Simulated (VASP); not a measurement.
Wanted: the native input for a VASP 6.6.1 run.

| Property | Result |
| --- | --- |
| Task | single point |
| Functional | PBE |
| Potentials or basis | VASP PAW PBE potentials, release 64 (Ag, Cl) |
| Cutoff | 520 eV |
| k mesh | 2 × 2 × 2, shifted |
| Occupations | fermi-dirac, width 0.0388 eV |
| Spin | no spin polarisation |
| Dipole correction | no |
| Further INCAR settings | LREAL = Auto; ALGO = Normal; EDIFF = 1e-06; NBANDS = 86 |

The structure of AgCl lies in POSCAR:

```
AgCl
1.0
    1.8771253955      5.5750558207     -3.9370741147
    1.8771253955      5.5750558207      3.9370741147
    7.5085015821      0.0000000000      0.0000000000
Ag Cl
8 8
Direct
    0.7269591807      0.4921604512      0.2038137120
    0.2342334653      0.9862233730      0.2053488912
    0.7281010957      0.5093132409      0.7122549107
    0.2419847976      0.9685151897      0.6902147753
    0.7538160390      0.0205606021      0.2953057833
    0.2584588149      0.5129930123      0.2949769883
    0.7802819587      0.0113228506      0.8053844623
    0.2898932634      0.5178755096      0.7806521259
    0.4657090035      0.7442338593      0.4404028539
    0.0096199419      0.2663649181      0.4191669638
    0.5256853727      0.7645533677      0.9408989286
    0.0145317016      0.3008486383      0.9123376322
    1.0221717860      0.7512490223      0.0417093558
    0.4796998242      0.2459434932      0.0899395830
    0.9638217179      0.7276305838      0.5523281688
    0.4937371902      0.2292740458      0.5833124225
```

This cell differs from its parent crystal: dynamics (nvt langevin) at 450 K, volume x 1.01, from the last frame before.

These files were run (other wordings do the same):

INCAR

```
ALGO     = Normal         # electronic algorithm
EDIFF    = 1E-6           # SCF threshold, eV
ENCUT    = 520            # plane-wave cutoff, eV
GGA      = PE             # functional
ISIF     = 2              # what is computed and relaxed
ISMEAR   = -1             # smearing method
LASPH    = True           # aspherical terms in the spheres
LCHARG   = False          # write CHGCAR
LREAL    = Auto         
LWAVE    = False          # write WAVECAR
NBANDS   = 86             # bands
NELM     = 100            # most SCF steps
PREC     = Accurate       # precision mode
SIGMA    = 0.0388         # smearing width, eV
```

KPOINTS

```
Automatic mesh
0
Gamma
  2 2 2
  0.5 0.5 0.5
```

Potentials or basis: VASP PAW PBE potentials, release 64 (Ag, Cl).

Launch:

```sh
$ cat potpaw_PBE.64/Ag/POTCAR potpaw_PBE.64/Cl/POTCAR > POTCAR
$ mpirun -np 1 vasp_std > vasp.out
```

Results of the run:

```yaml
Pressure: 2.3 GPa
Largest_force: 0.771 eV/Å
Band_gap_on_the_k_mesh: 1.54 eV, indirect (least direct gap 1.62 eV)
```

Wall time 2.1 min on 1 thread of Intel(R) Xeon(R) Platinum 8488C (Sapphire Rapids) (shared host), peak memory 0.42 GiB.
